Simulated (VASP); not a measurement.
# Mg (P6_3/mmc) in VASP: notebook

Runs on Mg. Level: r2SCAN. Tasks: single point.

Everything below comes from runs of VASP 6.6.1. Logs are shortened: lines on timing, memory, paths and dates and some standing lists are left out, and cuts for length are marked.

### Step 1. The cell of the first run

Symmetry: P6_3/mmc, No. 194, hexagonal system. The conventional cell has a = 3.098 Å, b = 3.098 Å, c = 5.196 Å, α = 90.00°, β = 90.00°, γ = 120.00°. Within 4.1 Å of Mg (site symmetry -6m2) lie 12 Mg at 3.10 to 3.15 Å.

### Step 2. Single point, r2SCAN (biaxial strain in the a-b plane: -3.0 %)

POSCAR reads:

```
Mg
1.0
    3.0980680142      0.0000000000      0.0000000000
   -1.5490340071      2.6830056029      0.0000000000
    0.0000000000      0.0000000000      5.1962592457
Mg
2
Direct
    0.3333333333      0.6666666667      0.2500000000
    0.6666666667      0.3333333333      0.7500000000
```

INCAR.step1 reads:

```
SYSTEM = Mg
PREC     = Accurate       ! precision mode
ENCUT    = 520            ! plane-wave cutoff, eV
ISMEAR   = 0              ! smearing method
SIGMA    = 0.1            ! smearing width, eV
LREAL    = .False.        ! projectors in reciprocal space
LASPH    = .True.         ! aspherical terms in the spheres
NELM     = 100            ! most SCF steps
NBANDS   = 9              ! bands
GGA      = PE             ! functional
ALGO     = Normal         ! electronic algorithm
EDIFF    = 1E-4           ! SCF threshold, eV
LWAVE    = .True.         ! write WAVECAR
LCHARG   = .False.        ! write CHGCAR
```

INCAR.step2 reads:

```
SYSTEM = Mg
PREC     = Accurate       ! precision mode
ENCUT    = 520            ! plane-wave cutoff, eV
EDIFF    = 1E-6           ! SCF threshold, eV
ISMEAR   = 0              ! smearing method
SIGMA    = 0.1            ! smearing width, eV
LREAL    = .False.        ! projectors in reciprocal space
LASPH    = .True.         ! aspherical terms in the spheres
NELM     = 100            ! most SCF steps
ALGO     = Normal         ! electronic algorithm
ISIF     = 2              ! what is computed and relaxed
LWAVE    = .False.        ! write WAVECAR
LCHARG   = .False.        ! write CHGCAR
METAGGA  = R2SCAN         ! meta-GGA
LMIXTAU  = .True.       
NBANDS   = 9              ! bands
ISTART   = 1
```

KPOINTS reads:

```
Automatic mesh
0
Gamma
  15 15 8
  0 0 0
```

Potentials or basis: VASP PAW PBE potentials, release 64 (Mg).

Command:

```console
$ cat potpaw_PBE.64/Mg/POTCAR > POTCAR
$ cp INCAR.step1 INCAR
$ mpirun -np 1 vasp_std > vasp.out
$ cp INCAR.step2 INCAR
$ mpirun -np 1 vasp_std > vasp.out
```

OUTCAR:

```text
SYSTEM = Mg
   PREC = Accurate
   ENCUT = 520
   EDIFF = 1E-6
   ISMEAR = 0
   LREAL = .False.
   LASPH = .True.
   NELM = 100
   ISIF = 2
   METAGGA = R2SCAN
   ISTART = 1

 ion  position               nearest neighbor table
   1  0.333  0.667  0.250-   2 3.15   2 3.15   2 3.15   2 3.15   2 3.15   2 3.15
   2  0.667  0.333  0.750-   1 3.15   1 3.15   1 3.15   1 3.15   1 3.15   1 3.15

  LATTYP: Found a hexagonal cell.
 ALAT       =     3.0980680142
 C/A-ratio  =     1.6772579627

  Lattice vectors:

 A1 = (   3.0980680142,   0.0000000000,   0.0000000000)
 A2 = (  -1.5490340071,   2.6830056029,   0.0000000000)
 A3 = (   0.0000000000,   0.0000000000,   5.1962592457)

Analysis of symmetry for initial positions (statically):
=====================================================================
 Subroutine PRICEL returns:
 Original cell was already a primitive cell.

 Routine SETGRP: Setting up the symmetry group for a
 hexagonal supercell.

 Subroutine GETGRP returns: Found 24 space group operations
 (whereof 12 operations were pure point group operations)
 out of a pool of 24 trial point group operations.

The static configuration has the point symmetry D_3d.
 The point group associated with its full space group is D_6h.

Analysis of symmetry for dynamics (positions and initial velocities):
=====================================================================
 Subroutine PRICEL returns:
 Original cell was already a primitive cell.

 Routine SETGRP: Setting up the symmetry group for a
 hexagonal supercell.

 Subroutine GETGRP returns: Found 24 space group operations
 (whereof 12 operations were pure point group operations)
 out of a pool of 24 trial point group operations.

The dynamic configuration has the point symmetry D_3d.
 The point group associated with its full space group is D_6h.

 Subroutine INISYM returns: Found 24 space group operations
 (whereof 12 operations are pure point group operations),
 and found     1 'primitive' translations

----------------------------------------------------------------------------------------

                                     Primitive cell

  volume of cell :      43.1920

  direct lattice vectors                    reciprocal lattice vectors
     3.098068014  0.000000000  0.000000000     0.322781810  0.186358165  0.000000000
    -1.549034007  2.683005603  0.000000000     0.000000000  0.372716329  0.000000000
     0.000000000  0.000000000  5.196259246     0.000000000  0.000000000  0.192446133

  length of vectors
     3.098068014  3.098068014  5.196259246     0.372716329  0.372716329  0.192446133

  position of ions in fractional coordinates (direct lattice)
     0.333333333  0.666666667  0.250000000
     0.666666667  0.333333333  0.750000000

  ion indices of the primitive-cell ions
   primitive index   ion index
                 1           1
                 2           2

----------------------------------------------------------------------------------------

 KPOINTS: Automatic mesh

Automatic generation of k-mesh.
 Grid dimensions read from file:
 generate k-points for:   15   15    8

 Generating k-lattice:

  Cartesian coordinates                     Fractional coordinates (reciprocal lattice)
     0.021518787  0.012423878  0.000000000     0.066666667 -0.000000000  0.000000000
     0.000000000  0.024847755  0.000000000     0.000000000  0.066666667  0.000000000
     0.000000000  0.000000000  0.024055767     0.000000000  0.000000000  0.125000000

  Length of vectors
     0.024847755  0.024847755  0.024055767

  Shift w.r.t. Gamma in fractional coordinates (k-lattice)
     0.000000000  0.000000000  0.000000000

 Subroutine IBZKPT returns following result:
 ===========================================

 Found    135 irreducible k-points:

 Following reciprocal coordinates:
            Coordinates               Weight
  0.000000  0.000000  0.000000      1.000000
  0.066667  0.000000  0.000000      6.000000
  0.133333  0.000000  0.000000      6.000000
  0.200000 -0.000000  0.000000      6.000000
  0.266667  0.000000  0.000000      6.000000
  0.333333  0.000000  0.000000      6.000000
[... 16 lines left out ...]
  0.333333  0.200000  0.000000     12.000000
  0.400000  0.200000  0.000000      6.000000
 [... further k-points ...]
   k-points           NKPTS =    135   k-points in BZ     NKDIM =    135   number of bands    NBANDS=      9
   number of dos      NEDOS =    301   number of ions     NIONS =      2
   total plane-waves  NPLWV =  23040
   dimension x,y,z NGX =    24 NGY =   24 NGZ =   40
   dimension x,y,z NGXF=    48 NGYF=   48 NGZF=   80
   ions per type =               2
   NGX,Y,Z   is equivalent  to a cutoff of  12.88, 12.88, 12.80 a.u.
   NGXF,Y,Z  is equivalent  to a cutoff of  25.76, 25.76, 25.59 a.u.
 SYSTEM =  Mg
   PREC   = accura    normal or accurate (medium, high low for compatibility)
   ISTART =      1    job   : 0-new  1-cont  2-samecut
   ICHARG =      0    charge: 1-file 2-atom 10-const
   ISPIN  =      1    spin polarized calculation?
   LNONCOLLINEAR =      F non collinear calculations
   LSORBIT =      F    spin-orbit coupling
   LASPH  =      T    aspherical Exc in radial PAW
   ENCUT  =  520.0 eV  38.22 Ry    6.18 a.u.   5.76  5.76  9.66*2*pi/ulx,y,z
   NELM   =    100;   NELMIN=  2; NELMDL=  0     # of ELM steps
   EDIFF  = 0.1E-05   stopping-criterion for ELM
   LREAL  =      F    real-space projection
   EDIFFG = 0.1E-04   stopping-criterion for IOM
   NSW    =      0    number of steps for IOM
   IBRION =     -1    ionic relax: 0-MD 1-quasi-New 2-CG
   NFREE  =      0    steps in history (QN), initial steepest desc. (CG)
   ISIF   =      2    stress and relaxation
   ISYM   =      2    0-nonsym 1-usesym 2-fastsym
   POTIM  = 0.5000    time-step for ionic-motion
   TEBEG  =    0.0;   TEEND  =   0.0 temperature during run
   PSTRESS=    0.0 pullay stress
   NELECT =       4.0000    total number of electrons
   NUPDOWN=      -1.0000    fix difference up-down
   EMIN   =  10.00;   EMAX   =-10.00  energy-range for DOS
   EFERMI =   0.00;   METHOD = LEGACY
   ISMEAR =     0;   SIGMA  =   0.10  broadening in eV -4-tet -1-fermi 0-gaus
   EFERMI_NEDOS =   21; number of points for ismear=-14 and -15
   IALGO  =     38    algorithm
   IMIX   =      4    mixing-type and parameters
     AMIX     =   0.40;   BMIX     =  1.00
     AMIX_MAG =   1.60;   BMIX_MAG =  1.00
  volume/ion in A,a.u.               =      21.60       145.74
  Fermi-wavevector in a.u.,A,eV,Ry     =   0.740674  1.399671  7.464127  0.548598
  Thomas-Fermi vector in A             =   1.835132
   LORBIT       =      0    0 simple, 1 ext, 2 COOP (PROOUT), +10 PAW based schemes
   METAGGA = R2SCAN    functional components
   LHFCALC =     F    Hartree Fock is set to
   AEXX    =    0.0000 exact exchange contribution
   IVDW    =     0    specifies the selected vdW correction
   LEPSILON=     F    determine dielectric tensor
   LRPA    =     F    only Hartree local field effects (RPA)
 non-spin polarized calculation
 Gauss-broadening in eV      SIGMA  =   0.10
  energy-cutoff  :      520.00
  volume of cell :       43.19
 maximum number of plane-waves:      1178
 NGX is ok and might be reduce to    24
   NGX = 11   NGY = 11   NGZ = 19

 number of electron       4.0000000 magnetization

 Free energy of the ion-electron system (eV)
  ---------------------------------------------------
  ext. energy  EPLUGINS =         0.00000000
  ---------------------------------------------------
  free energy    TOTEN  =        -8.27921019 eV

  energy without entropy =       -8.27554940  energy(sigma->0) =       -8.27737980

 E-fermi :   2.9576     XC(G=0):  -9.2388

 val. band max:        2.9388583483   @ k =   0.3333   0.1333   0.1250
 cond. band min:       2.9916427999   @ k =   0.3333   0.3333   0.3750
 fundamental gap:      0.0527844516
 Fermi energy:         2.9576046398

 k-point     1 :       0.0000    0.0000    0.0000
  band No.  band energies     occupation
      1      -4.6914      2.00000
      2       0.7727      2.00000
      3       1.4616      2.00000
      4      15.4185      0.00000
      5      15.4186      0.00000
      6      15.6446      0.00000
      7      15.7894      0.00000
      8      15.7894      0.00000
      9      18.2493      0.00000

 k-point     2 :       0.0667    0.0000    0.0000
  band No.  band energies     occupation
      1      -4.5923      2.00000
      2       0.8640      2.00000
      3       1.5559      2.00000
      4      13.4878      0.00000
      5      14.4745      0.00000
      6      15.1800      0.00000
      7      16.4239      0.00000
      8      16.8247      0.00000
      9      18.2575      0.00000

 k-point     3 :       0.1333    0.0000    0.0000
  band No.  band energies     occupation
      1      -4.2957      2.00000
      2       1.1379      2.00000
      3       1.8363      2.00000
      4      11.2077      0.00000
      5      13.5118      0.00000
      6      14.0812      0.00000
      7      16.2357      0.00000
      8      16.3611      0.00000
      9      17.8004      0.00000

 k-point     4 :       0.2000   -0.0000    0.0000
  band No.  band energies     occupation
      1      -3.8035      2.00000
      2       1.5949      2.00000
      3       2.2925      2.00000
      4       9.0179      0.00000
      5      12.7024      0.00000
      6      12.8380      0.00000
      7      14.0018      0.00000
      8      15.5676      0.00000
      9      17.4160      0.00000
[... 205 lines left out ...]
 k-point    22 :       0.2667    0.2000    0.0000
  band No.  band energies     occupation
      1      -1.0972      2.00000
      2       3.9527      0.00000
      3       4.1615      0.00000
      4       5.0700      0.00000
      5       6.6203      0.00000
      6       9.6685      0.00000
      7      10.9620      0.00000
      8      11.1433      0.00000
      9      12.6613      0.00000

 k-point    23 :       0.3333    0.2000    0.0000
  band No.  band energies     occupation
      1       0.0329      2.00000
      2       2.7573      1.99539
      3       5.1001      0.00000
      4       5.2629      0.00000
      5       6.7324      0.00000
      6       8.0325      0.00000
      7       9.7330      0.00000
      8      10.8405      0.00000
      9      12.3383      0.00000

 k-point    24 :       0.4000    0.2000    0.0000
  band No.  band energies     occupation
      1       1.2057      2.00000
      2       1.4624      2.00000
      3       5.1666      0.00000
      4       6.4391      0.00000
      5       6.6742      0.00000
      6       7.0117      0.00000
      7       9.1156      0.00000
      8      10.7431      0.00000
      9      12.2380      0.00000

 [... further k-points ...]

------------------------ aborting loop because EDIFF is reached ----------------------------------------

  FORCE on cell =-STRESS in cart. coord.  units (eV):
  Direction    XX          YY          ZZ          XY          YZ          ZX
  --------------------------------------------------------------------------------------
  -------------------------------------------------------------------------------------
  Total        0.7267683      0.7267683     -0.0882577     -0.0000000      0.0000000      0.0000000
  in kB       26.9589643     26.9589643     -3.2738572     -0.0000000      0.0000000      0.0000000
  external PRESSURE =      16.8813571 kB  Pullay stress =       0.0000000 kB

 VOLUME and BASIS-vectors are now :
 -----------------------------------------------------------------------------
  energy-cutoff  :      520.00
  volume of cell :       43.19
      direct lattice vectors                 reciprocal lattice vectors
     3.098068014  0.000000000  0.000000000     0.322781810  0.186358165  0.000000000
    -1.549034007  2.683005603  0.000000000     0.000000000  0.372716329  0.000000000
     0.000000000  0.000000000  5.196259246     0.000000000  0.000000000  0.192446133

 POSITION                                       TOTAL-FORCE (eV/Angst)
 -----------------------------------------------------------------------------------
     -0.00000      1.78867      1.29906         0.000000      0.000000      0.000000
      1.54903      0.89434      3.89719        -0.000000     -0.000000      0.000000
 -----------------------------------------------------------------------------------
    total drift:                                0.000000     -0.000000      0.000000

  FREE ENERGIE OF THE ION-ELECTRON SYSTEM (eV)
  ---------------------------------------------------
  free  energy   TOTEN  =        -8.2792101937 eV

  energy  without entropy=       -8.2755493967  energy(sigma->0) =       -8.27737980
```

It took 64 s on 1 thread of Intel Xeon 6975P-C (Granite Rapids), shared host; peak memory 0.19 GiB.

Results:

```yaml
Free_energy: -8.2792 eV
Pressure: 1.7 GPa
Band_gap_on_the_k_mesh: zero (bands 2 and 3 overlap by 2.49 eV)
```

Caveat: the cell differs from its parent crystal (biaxial strain in the a-b plane: -3.0 %); the PAW data sets were made with another functional, which shifts forces and pressure a little.

### Step 3. Single point, r2SCAN (biaxial strain in the a-b plane: -1.5 %, then relaxed in part)

POSCAR reads:

```
Mg
1.0
    3.1459762825      0.0000000000      0.0000000000
   -1.5729881412      2.7244953803      0.0000000000
    0.0000000000      0.0000000000      5.1485230262
Mg
2
Direct
    0.3333333333      0.6666666667      0.2500000000
    0.6666666667      0.3333333333      0.7500000000
```

INCAR.step1 reads:

```
SYSTEM = Mg
PREC = Accurate ; ENCUT = 520
ISMEAR = 0 ; SIGMA = 0.1
LREAL = .FALSE. ; LASPH = .TRUE.
NELM = 80 ; NBANDS = 9
GGA = PE ; ALGO = Normal
EDIFF = 1E-4 ; LWAVE = .TRUE.
LCHARG = .FALSE.
```

INCAR.step2 reads:

```
SYSTEM = Mg
PREC = Accurate ; ENCUT = 520
EDIFF = 1E-6 ; ISMEAR = 0
SIGMA = 0.1 ; LREAL = .FALSE.
LASPH = .TRUE. ; NELM = 80
ALGO = Normal ; ISIF = 2
LWAVE = .FALSE. ; LCHARG = .FALSE.
METAGGA = R2SCAN ; LMIXTAU = .TRUE.
NBANDS = 9 ; ISTART = 1
```

KPOINTS reads:

```
Automatic mesh
0
G
  15 15 8
  0 0 0
```

Potentials or basis: VASP PAW PBE potentials, release 64 (Mg).

Command:

```console
$ cat potpaw_PBE.64/Mg/POTCAR > POTCAR
$ cp INCAR.step1 INCAR
$ mpirun -np 1 vasp_std > vasp.out
$ cp INCAR.step2 INCAR
$ mpirun -np 1 vasp_std > vasp.out
```

Run time: 61 s. Hardware: 1 thread of Intel Xeon 6975P-C (Granite Rapids), shared host; peak memory 0.19 GiB.

It converged, with:

```
Free energy            : -8.2958 eV
Pressure               : 0.6 GPa
Band gap on the k mesh : zero (bands 2 and 3 overlap by 2.23 eV)
```

Stress tensor (GPa, compression positive):
```
 1.12  0.00  0.00
 0.00  1.12  0.00
 0.00  0.00 -0.28
```

Levels at points of the mesh, in eV from the Fermi level:
| k point | band 1 | band 2 | band 3 | band 4 | band 5 |
| --- | --- | --- | --- | --- | --- |
| (0.00, 0.00, 0.00) | -7.56 | -2.02 | -1.27 | 12.03 | 12.03 |
| (0.00, 0.00, 0.50) | -6.06 | -6.06 | 5.38 | 5.38 | 12.79 |

Caveat: the cell differs from its parent crystal (biaxial strain in the a-b plane: -1.5 %, then relaxed in part); the PAW data sets were made with another functional, which shifts forces and pressure a little.

### Step 4. Single point, r2SCAN (biaxial strain in the a-b plane: -1.5 %)

POSCAR, as its differences from that of step 3:

```diff
@@ -4,3 +4,3 @@
    -1.5729881412      2.7244953803      0.0000000000
-    0.0000000000      0.0000000000      5.1485230262
+    0.0000000000      0.0000000000      5.1503198221
 Mg
```

INCAR.step1 reads:

```
PREC = Accurate
ENCUT = 520
ISMEAR = 0
SIGMA = 0.1
LREAL = F
LASPH = T
NELM = 80
NBANDS = 9
GGA = PE
ALGO = Normal
EDIFF = 1E-4
LWAVE = T
LCHARG = F
```

INCAR.step2 reads:

```
PREC = Accurate
ENCUT = 520
EDIFF = 1E-7
ISMEAR = 0
SIGMA = 0.1
LREAL = F
LASPH = T
NELM = 80
ALGO = Normal
ISIF = 2
LWAVE = F
LCHARG = F
METAGGA = R2SCAN
LMIXTAU = T
NBANDS = 9
ISTART = 1
```

KPOINTS reads:

```
regular mesh
0
Gamma
  15 15 8
```

Command:

```console
$ cat potpaw_PBE.64/Mg/POTCAR > POTCAR
$ cp INCAR.step1 INCAR
$ mpirun -np 1 vasp_std > vasp.out
$ cp INCAR.step2 INCAR
$ mpirun -np 1 vasp_std > vasp.out
```

Run time: 89 s. Hardware: 1 thread of Intel Xeon 6975P-C (Granite Rapids), shared host; peak memory 0.19 GiB.

The run converged. Its results:

* Free energy: -8.2958 eV
* Pressure: 0.6 GPa
* Band gap on the k mesh: zero (bands 2 and 3 overlap by 2.23 eV)

Stress tensor (GPa, compression positive):
```
 1.10  0.00  0.00
 0.00  1.10  0.00
 0.00  0.00 -0.32
```

Levels at points of the mesh, in eV from the Fermi level:
```csv
k point,band 1,band 2,band 3,band 4,band 5
"(0.00, 0.00, 0.00)",-7.56,-2.02,-1.27,12.03,12.03
"(0.00, 0.00, 0.50)",-6.06,-6.06,5.38,5.38,12.79
```

Caveat: the cell differs from its parent crystal (biaxial strain in the a-b plane: -1.5 %); the PAW data sets were made with another functional, which shifts forces and pressure a little.

### Step 5. Overview

```csv
cell,gap on the mesh (eV),pressure (GPa)
"a = 3.098, b = 3.098, c = 5.196 Å, angles 90.0, 90.0, 120.0°, 2 atoms",none,1.7
"a = 3.146, b = 3.146, c = 5.149 Å, angles 90.0, 90.0, 120.0°, 2 atoms",none,0.6
"a = 3.146, b = 3.146, c = 5.150 Å, angles 90.0, 90.0, 120.0°, 2 atoms",none,0.6
```

Alike in all rows: task single point; level r2SCAN; potentials or basis VASP PAW PBE potentials, release 64 (Mg); no spin polarisation; k mesh 15 × 15 × 8; cutoff (eV) 520; smearing gaussian 0.1 eV.

Caveats: the PAW data sets were made with another functional, which shifts forces and pressure a little.

Absolute energies hang on the potentials; compare differences alone.
